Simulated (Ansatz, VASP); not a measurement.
HgTe: VASP beside Ansatz

INCAR

```
SYSTEM = HgTe
PREC     = Accurate       ! precision mode
ENCUT    = 520            ! plane-wave cutoff, eV
EDIFF    = 1E-7           ! SCF threshold, eV
ISMEAR   = 0              ! smearing method
SIGMA    = 0.15           ! smearing width, eV
LREAL    = .False.        ! projectors in reciprocal space
LASPH    = .True.         ! aspherical terms in the spheres
NELM     = 60             ! most SCF steps
ALGO     = Normal         ! electronic algorithm
ISIF     = 2              ! what is computed and relaxed
LWAVE    = .False.        ! write WAVECAR
LCHARG   = .True.         ! write CHGCAR
LELF     = .True.         ! ELF
LVHAR    = .True.       
NBANDS   = 16             ! bands
```

KPOINTS

```
Automatic mesh
0
Gamma
  18 18 18
  0 0 0
```

Contents of POSCAR:

```
HgTe
1.0
   -3.2151431669      3.2151431669      1.3992852795
    3.2151431669     -3.2151431669      1.3992852795
    3.2151431669      3.2151431669     -1.3992852795
Hg Te
1 1
Direct
    0.2500000000      0.7500000000      0.5000000000
    0.0000000000      0.0000000000      0.0000000000
```

Input for Ansatz:

```yaml
crystal:
  lattice:
    - [-3.2151431669, 3.2151431669, 1.3992852795]
    - [3.2151431669, -3.2151431669, 1.3992852795]
    - [3.2151431669, 3.2151431669, -1.3992852795]
  atoms:
    - { symbol: Hg, position: [0.25, 0.75, 0.5] }
    - { symbol: Te, position: [0.0, 0.0, 0.0] }
basis:
  ecutwfc: 420
kpoints:
  mp_grid: { grid: [18, 18, 18] }
hamiltonian:
  xc: lda
scf:
  occupations: { method: gaussian, width: 0.15 }
output:
  forces: true
  stress: true
  eigenvalues: true
```

Alike in both runs: task single point; functional LDA; k mesh 18 × 18 × 18; occupations gaussian, width 0.15 eV; no spin polarisation.

```csv
,VASP,Ansatz
version,VASP 6.6.1,Ansatz 0.2.0
potentials or method,"VASP PAW LDA potentials, release 64 (Hg, Te), cutoff 520 eV","scalar-relativistic, plane waves, PAW"
valence electrons in the cell,18,36
```

```tsv
	VASP	Ansatz	Ansatz less VASP
gap on the k mesh at the Fermi level (eV)	none	none	-
pressure (GPa)	-1.0	-1.2	-0.28
traceless stress, the component that is largest in VASP (GPa)	6.22	5.82	-0.393
```

LDA's correlation is that of Perdew and Zunger in VASP and of Perdew and Wang (1992) in Ansatz. A gap of «none» marks a metal or a gap that the smearing closes. VASP's potentials hold 18 valence electrons a cell and Ansatz's 36, so a difference there can come from the potentials and not from the codes.

Spin-orbit coupling is off throughout.
